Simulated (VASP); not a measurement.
A run of VASP 6.6.1 is set up as follows.

File INCAR:

```
SYSTEM = Ga
PREC     = Accurate       ! precision mode
ENCUT    = 520            ! plane-wave cutoff, eV
EDIFF    = 1E-7           ! SCF threshold, eV
ISMEAR   = 0              ! smearing method
SIGMA    = 0.1            ! smearing width, eV
LREAL    = .FALSE.        ! projectors in reciprocal space
LASPH    = .TRUE.         ! aspherical terms in the spheres
NELM     = 100            ! most SCF steps
ALGO     = Fast           ! electronic algorithm
ISIF     = 2              ! what is computed and relaxed
LWAVE    = .FALSE.        ! write WAVECAR
LCHARG   = .TRUE.         ! write CHGCAR
GGA      = PE             ! functional
LELF     = .TRUE.         ! ELF
LVHAR    = .TRUE.       
NBANDS   = 20             ! bands
```

KPOINTS

```
regular mesh
0
G
  6 6 4
  0 0 0
```

Contents of POSCAR:

```
Ga
1.0
    2.1713878398     -2.0551660041     -0.1228055078
    2.1713878398      2.0551660041     -0.1228055078
   -1.7497794583      0.0000000000      4.5627417970
Ga
2
Direct
    0.1604491980      0.1604491980      0.2935578661
    0.8395508020      0.8395508020      0.7064421339
```

Potentials or basis: VASP PAW PBE potentials, release 64 (Ga_d).

Launch:

```sh
$ cat potpaw_PBE.64/Ga_d/POTCAR > POTCAR
$ mpirun -np 1 vasp_std > vasp.out
```

**Question.** Predict the pressure.

**Answer.** -0.1 GPa.

**Question.** Predict the largest force.

**Answer.** 0.008 eV/Å.

Stress tensor (GPa, compression positive):
```
-0.11  0.00 -0.14
 0.00 -0.10  0.00
-0.14  0.00 -0.08
```

Caveat: the k points lie up to 0.37 Å⁻¹ apart, too coarse for converged energies and pressures of a metal.
